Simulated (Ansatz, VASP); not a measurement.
## Fe: VASP beside Ansatz

The input INCAR:

```
SYSTEM = Fe
ALGO = Normal
EDIFF = 1E-7
ENCUT = 520
ISIF = 2
ISMEAR = -1
ISPIN = 2
LASPH = .True.
LCHARG = .True.
LELF = .True.
LMAXMIX = 4
LORBIT = 11
LREAL = .False.
LVHAR = .True.
LWAVE = .False.
MAGMOM = 3
NBANDS = 14
NELM = 150
PREC = Accurate
SIGMA = 0.05
```

KPOINTS

```
k-points
0
Gamma
  13 13 13
  0 0 0
```

POSCAR

```
Fe
1.0
    0.0000000000      1.9021012277      1.9249897192
    1.4678507246      0.0000000000      1.9249897192
    1.4678507246      1.9021012277      0.0000000000
Fe
1
Direct
    0.0000000000      0.0000000000      0.0000000000
```

input.yaml

```yaml
crystal:
  lattice:
    - [0.0, 1.9021012277, 1.9249897192]
    - [1.4678507246, 0.0, 1.9249897192]
    - [1.4678507246, 1.9021012277, 0.0]
  atoms:
    - { symbol: Fe, position: [0.0, 0.0, 0.0], spin: 3.0 }
kpoints:
  mp_grid: { grid: [13, 13, 13] }
scf:
  occupations: { method: fermi_dirac, width: 0.05 }
hamiltonian:
  xc: lda
  pseudopotentials: { kind: all_electron, lapw: { basis_error: 0.001 } }
magnetization:
  spin_polarized: true
output:
  forces: true
  stress: true
  eigenvalues: true
```

Change from the starting cell: volume scaled by 0.94.

Alike in both runs: task single point; functional LDA; k mesh 13 × 13 × 13; occupations fermi-dirac, width 0.05 eV; collinear spin.

|  | VASP | Ansatz |
| --- | --- | --- |
| version | VASP 6.6.1 | Ansatz 0.2.0 |
| potentials or method | VASP PAW LDA potentials, release 64 (Fe), cutoff 520 eV | all-electron LAPW, scalar-relativistic |

Ansatz gave:

| Quantity | Value |
| --- | --- |
| gap on the k mesh at the Fermi level (eV) | none |
| pressure (GPa) | -7.6 |
| traceless stress, the component that is largest in VASP (GPa) | -7.16 |
| net moment per atom (μB) | 2.03 |
| size of the moment on the site where the two differ most (μB) | 2.05 |

Task: What did VASP give for the same quantities?

Result: gap on the k mesh at the Fermi level (eV): none; pressure (GPa): -8.3; traceless stress, the component that is largest in VASP (GPa): -7.09; net moment per atom (μB): 2.00; size of the moment on the site where the two differ most (μB): 1.97.

LDA's correlation is that of Perdew and Zunger in VASP and of Perdew and Wang (1992) in Ansatz. Site moments also hang on the region over which each program counts them. A gap of «none» marks a metal or a gap that the smearing closes. Ansatz ran all-electron here, and VASP with PAW potentials.
